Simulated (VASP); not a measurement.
# Pd (Im-3m) in VASP: notebook

Pd is run at these levels: LDA; tasks: single point, relaxation of cell and atoms.

Program: VASP 6.6.1. These are calculated values, not measurements. Logs are shortened: lines on timing, memory, paths and dates and some standing lists are left out, and cuts for length are marked.

## Step 1: The cell of the first run

It takes space group Im-3m (No. 229, cubic). The conventional cell has a = 3.054 Å, b = 3.054 Å, c = 3.054 Å, α = 90.00°, β = 90.00°, γ = 90.00°. Within 3.5 Å of Pd (site symmetry m-3m) lie 14 Pd at 2.64 to 3.05 Å.

This isn't the form of Pd at room conditions, which is fcc.

## Step 2: Single point, LDA

INCAR

```
PREC = Accurate
ENCUT = 500
EDIFF = 1E-6
ISMEAR = 1
SIGMA = 0.05
LREAL = False
LASPH = True
NELM = 120
ALGO = Normal
ISIF = 2
LWAVE = False
LCHARG = False
NBANDS = 11
GGA_COMPAT = False
```

KPOINTS

```
Automatic mesh
0
Gamma
  9 9 9
```

POSCAR

```
Pd
1.0
   -1.5268141361      1.5268141361      1.5268141361
    1.5268141361     -1.5268141361      1.5268141361
    1.5268141361      1.5268141361     -1.5268141361
Pd
1
Direct
    0.0000000000      0.0000000000      0.0000000000
```

Potentials or basis: VASP PAW LDA potentials, release 64 (Pd).

Launch:

```
cat potpaw_LDA.64/Pd/POTCAR > POTCAR
mpirun -np 1 vasp_std > vasp.out
```

OUTCAR:

```text
PREC = Accurate
   ENCUT = 500
   EDIFF = 1E-6
   ISMEAR = 1
   LREAL = False
   LASPH = True
   NELM = 120
   ISIF = 2

 ion  position               nearest neighbor table
   1  0.000  0.000  0.000-

  LATTYP: Found a body centered cubic cell.
 ALAT       =     3.0536282722

  Lattice vectors:

 A1 = (  -1.5268141361,   1.5268141361,   1.5268141361)
 A2 = (   1.5268141361,  -1.5268141361,   1.5268141361)
 A3 = (   1.5268141361,   1.5268141361,  -1.5268141361)

Analysis of symmetry for initial positions (statically):
=====================================================================
 Subroutine PRICEL returns:
 Original cell was already a primitive cell.

 Routine SETGRP: Setting up the symmetry group for a
 body centered cubic supercell.

 Subroutine GETGRP returns: Found 48 space group operations
 (whereof 48 operations were pure point group operations)
 out of a pool of 48 trial point group operations.

The static configuration has the point symmetry O_h .

Analysis of symmetry for dynamics (positions and initial velocities):
=====================================================================
 Subroutine PRICEL returns:
 Original cell was already a primitive cell.

 Routine SETGRP: Setting up the symmetry group for a
 body centered cubic supercell.

 Subroutine GETGRP returns: Found 48 space group operations
 (whereof 48 operations were pure point group operations)
 out of a pool of 48 trial point group operations.

The dynamic configuration has the point symmetry O_h .

 Subroutine INISYM returns: Found 48 space group operations
 (whereof 48 operations are pure point group operations),
 and found     1 'primitive' translations

----------------------------------------------------------------------------------------

                                     Primitive cell

  volume of cell :      14.2370

  direct lattice vectors                    reciprocal lattice vectors
    -1.526814136  1.526814136  1.526814136     0.000000000  0.327479284  0.327479284
     1.526814136 -1.526814136  1.526814136     0.327479284  0.000000000  0.327479284
     1.526814136  1.526814136 -1.526814136     0.327479284  0.327479284  0.000000000

  length of vectors
     2.644519657  2.644519657  2.644519657     0.463125645  0.463125645  0.463125645

  position of ions in fractional coordinates (direct lattice)
     0.000000000  0.000000000  0.000000000

  ion indices of the primitive-cell ions
   primitive index   ion index
                 1           1

----------------------------------------------------------------------------------------

 KPOINTS: Automatic mesh

Automatic generation of k-mesh.
 Grid dimensions read from file:
 generate k-points for:    9    9    9

 Generating k-lattice:

  Cartesian coordinates                     Fractional coordinates (reciprocal lattice)
     0.000000000  0.036386587  0.036386587     0.111111111  0.000000000  0.000000000
     0.036386587  0.000000000  0.036386587     0.000000000  0.111111111  0.000000000
     0.036386587  0.036386587  0.000000000     0.000000000  0.000000000  0.111111111

  Length of vectors
     0.051458405  0.051458405  0.051458405

  Shift w.r.t. Gamma in fractional coordinates (k-lattice)
     0.000000000  0.000000000  0.000000000

 Subroutine IBZKPT returns following result:
 ===========================================

 Found     35 irreducible k-points:

 Following reciprocal coordinates:
            Coordinates               Weight
  0.000000  0.000000  0.000000      1.000000
  0.111111  0.000000  0.000000     12.000000
  0.222222  0.000000  0.000000     12.000000
  0.333333  0.000000  0.000000     12.000000
  0.444444  0.000000  0.000000     12.000000
  0.111111  0.111111  0.000000     24.000000
[... 16 lines left out ...]
 -0.333333  0.444444  0.111111     48.000000
 -0.444444 -0.444444  0.111111     24.000000
 [... further k-points ...]
   k-points           NKPTS =     35   k-points in BZ     NKDIM =     35   number of bands    NBANDS=     11
   number of dos      NEDOS =    301   number of ions     NIONS =      1
   total plane-waves  NPLWV =   8000
   dimension x,y,z NGX =    20 NGY =   20 NGZ =   20
   dimension x,y,z NGXF=    40 NGYF=   40 NGZF=   40
   ions per type =               1
   NGX,Y,Z   is equivalent  to a cutoff of  12.57, 12.57, 12.57 a.u.
   NGXF,Y,Z  is equivalent  to a cutoff of  25.15, 25.15, 25.15 a.u.
 SYSTEM =  unknown system
   PREC   = accura    normal or accurate (medium, high low for compatibility)
   ISTART =      0    job   : 0-new  1-cont  2-samecut
   ICHARG =      2    charge: 1-file 2-atom 10-const
   ISPIN  =      1    spin polarized calculation?
   LNONCOLLINEAR =      F non collinear calculations
   LSORBIT =      F    spin-orbit coupling
   LASPH  =      T    aspherical Exc in radial PAW
   ENCUT  =  500.0 eV  36.75 Ry    6.06 a.u.   4.82  4.82  4.82*2*pi/ulx,y,z
   NELM   =    120;   NELMIN=  2; NELMDL= -5     # of ELM steps
   EDIFF  = 0.1E-05   stopping-criterion for ELM
   LREAL  =      F    real-space projection
   EDIFFG = 0.1E-04   stopping-criterion for IOM
   NSW    =      0    number of steps for IOM
   IBRION =     -1    ionic relax: 0-MD 1-quasi-New 2-CG
   NFREE  =      0    steps in history (QN), initial steepest desc. (CG)
   ISIF   =      2    stress and relaxation
   ISYM   =      2    0-nonsym 1-usesym 2-fastsym
   POTIM  = 0.5000    time-step for ionic-motion
   TEBEG  =    0.0;   TEEND  =   0.0 temperature during run
   PSTRESS=    0.0 pullay stress
   NELECT =      10.0000    total number of electrons
   NUPDOWN=      -1.0000    fix difference up-down
   EMIN   =  10.00;   EMAX   =-10.00  energy-range for DOS
   EFERMI =   0.00;   METHOD = LEGACY
   ISMEAR =     1;   SIGMA  =   0.05  broadening in eV -4-tet -1-fermi 0-gaus
   EFERMI_NEDOS =   21; number of points for ismear=-14 and -15
   IALGO  =     38    algorithm
   IMIX   =      4    mixing-type and parameters
     AMIX     =   0.40;   BMIX     =  1.00
     AMIX_MAG =   1.60;   BMIX_MAG =  1.00
  volume/ion in A,a.u.               =      14.24        96.08
  Fermi-wavevector in a.u.,A,eV,Ry     =   1.455242  2.750009 28.813470  2.117730
  Thomas-Fermi vector in A             =   2.572300
   LORBIT       =      0    0 simple, 1 ext, 2 COOP (PROOUT), +10 PAW based schemes
   GGA     = CA    functional components
   LHFCALC =     F    Hartree Fock is set to
   AEXX    =    0.0000 exact exchange contribution
   IVDW    =     0    specifies the selected vdW correction
   LEPSILON=     F    determine dielectric tensor
   LRPA    =     F    only Hartree local field effects (RPA)
 non-spin polarized calculation
 Methfessel and Paxton  Order N= 1 SIGMA  =   0.05
  energy-cutoff  :      500.00
  volume of cell :       14.24
 maximum number of plane-waves:       371
   NGX =  9   NGY =  9   NGZ =  9

 number of electron      10.0000000 magnetization

 number of electron       9.9999995 magnetization

 Free energy of the ion-electron system (eV)
  ---------------------------------------------------
  ext. energy  EPLUGINS =         0.00000000
  ---------------------------------------------------
  free energy    TOTEN  =        -6.45103464 eV

  energy without entropy =       -6.45084234  energy(sigma->0) =       -6.45097054

 E-fermi :  10.1938     XC(G=0): -13.7303

 val. band max:       10.1461343756   @ k =  -0.4444   0.4444   0.4444
 cond. band min:      10.1985286701   @ k =  -0.4444  -0.4444   0.3333
 fundamental gap:      0.0523942945
 Fermi energy:        10.1938002545

 k-point     1 :       0.0000    0.0000    0.0000
  band No.  band energies     occupation
      1       2.7009      2.00000
      2       7.0449      2.00000
      3       7.0449      2.00000
      4       7.0449      2.00000
      5       9.1957      2.00000
      6       9.1957      2.00000
      7      29.5870      0.00000
      8      29.5870      0.00000
      9      29.5870      0.00000
     10      35.9989      0.00000
     11      38.6572      0.00000

 k-point     2 :       0.1111    0.0000    0.0000
  band No.  band energies     occupation
      1       3.1789      2.00000
      2       6.8773      2.00000
      3       7.0475      2.00000
      4       7.4010      2.00000
      5       9.0143      2.00000
      6       9.2094      2.00000
      7      29.3244      0.00000
      8      29.6145      0.00000
      9      30.2008      0.00000
     10      35.9067      0.00000
     11      35.9745      0.00000

 k-point     3 :       0.2222    0.0000    0.0000
  band No.  band energies     occupation
      1       4.2973      2.00000
      2       6.4754      2.00000
      3       7.1712      2.00000
      4       8.3836      2.00000
      5       8.8325      2.00000
      6       9.2634      2.00000
      7      26.9877      0.00000
      8      28.5831      0.00000
      9      31.8043      0.00000
     10      34.4330      0.00000
     11      35.1870      0.00000

 k-point     4 :       0.3333    0.0000    0.0000
  band No.  band energies     occupation
      1       4.7699      2.00000
      2       6.0524      2.00000
      3       8.5013      2.00000
      4       9.0042      2.00000
      5       9.3606      2.00000
      6       9.6940      2.00000
      7      22.8012      0.00000
      8      26.7122      0.00000
      9      30.8370      0.00000
     10      33.7230      0.00000
     11      35.4422      0.00000

 k-point     5 :       0.4444    0.0000    0.0000
  band No.  band energies     occupation
      1       4.5917      2.00000
      2       5.7929      2.00000
      3       9.0850      2.00000
      4       9.4468      2.00000
      5      10.7194     -0.00000
      6      10.9479     -0.00000
      7      19.1095      0.00000
      8      25.5203      0.00000
      9      28.5849      0.00000
     10      35.0194      0.00000
     11      35.7253      0.00000
[... 211 lines left out ...]
 k-point    21 :      -0.2222    0.3333    0.1111
  band No.  band energies     occupation
      1       5.4958      2.00000
      2       6.6297      2.00000
      3       7.1376      2.00000
      4       8.1036      2.00000
      5       9.2295      2.00000
      6      10.5119     -0.00000
      7      25.3424      0.00000
      8      26.0044      0.00000
      9      30.7195      0.00000
     10      30.9134      0.00000
     11      35.6094      0.00000

 k-point    22 :      -0.4444    0.4444    0.1111
  band No.  band energies     occupation
      1       4.9137      2.00000
      2       6.1846      2.00000
      3       7.9998      2.00000
      4       8.7882      2.00000
      5      10.6643     -0.00000
      6      12.5371      0.00000
      7      19.2098      0.00000
      8      26.0321      0.00000
      9      27.2409      0.00000
     10      34.9262      0.00000
     11      35.9615      0.00000

 k-point    23 :      -0.3333    0.4444    0.1111
  band No.  band energies     occupation
      1       5.5050      2.00000
      2       6.4138      2.00000
      3       7.1988      2.00000
      4       8.5737      2.00000
      5       9.9459      2.00000
      6      12.7874      0.00000
      7      21.2999      0.00000
      8      24.2383      0.00000
      9      29.0171      0.00000
     10      32.2701      0.00000
     11      35.7966      0.00000

 k-point    24 :      -0.4444   -0.4444    0.1111
  band No.  band energies     occupation
      1       5.3245      2.00000
      2       6.4570      2.00000
      3       7.1912      2.00000
      4       8.7063      2.00000
      5      10.3928     -0.00000
      6      15.0065      0.00000
      7      18.4219      0.00000
      8      23.5108      0.00000
      9      28.3802      0.00000
     10      33.6756      0.00000
     11      35.0700      0.00000

 [... further k-points ...]

------------------------ aborting loop because EDIFF is reached ----------------------------------------

  FORCE on cell =-STRESS in cart. coord.  units (eV):
  Direction    XX          YY          ZZ          XY          YZ          ZX
  --------------------------------------------------------------------------------------
  -------------------------------------------------------------------------------------
  Total        0.0247632      0.0247632      0.0247632     -0.0000000      0.0000000     -0.0000000
  in kB        2.7867605      2.7867605      2.7867605     -0.0000000      0.0000000     -0.0000000
  external PRESSURE =       2.7867605 kB  Pullay stress =       0.0000000 kB

 VOLUME and BASIS-vectors are now :
 -----------------------------------------------------------------------------
  energy-cutoff  :      500.00
  volume of cell :       14.24
      direct lattice vectors                 reciprocal lattice vectors
    -1.526814136  1.526814136  1.526814136     0.000000000  0.327479284  0.327479284
     1.526814136 -1.526814136  1.526814136     0.327479284  0.000000000  0.327479284
     1.526814136  1.526814136 -1.526814136     0.327479284  0.327479284  0.000000000

 POSITION                                       TOTAL-FORCE (eV/Angst)
 -----------------------------------------------------------------------------------
      0.00000      0.00000      0.00000         0.000000     -0.000000      0.000000
 -----------------------------------------------------------------------------------
    total drift:                                0.000000     -0.000000      0.000000

  FREE ENERGIE OF THE ION-ELECTRON SYSTEM (eV)
  ---------------------------------------------------
  free  energy   TOTEN  =        -6.4510346386 eV

  energy  without entropy=       -6.4508423394  energy(sigma->0) =       -6.45097054
```

It took 3.4 s on 1 thread of Intel Xeon Platinum 8488C (Sapphire Rapids), shared host; peak memory 0.11 GiB.

What came out:

| Property | Result |
| --- | --- |
| Free energy | -6.4510 eV |
| Pressure | 0.3 GPa |
| Band gap on the k mesh | zero (bands 5 and 6 overlap by 1.52 eV) |

(Continued in part 2 of 2.)

The gap in the log of VASP goes by the Fermi energy; the results here count the filled bands.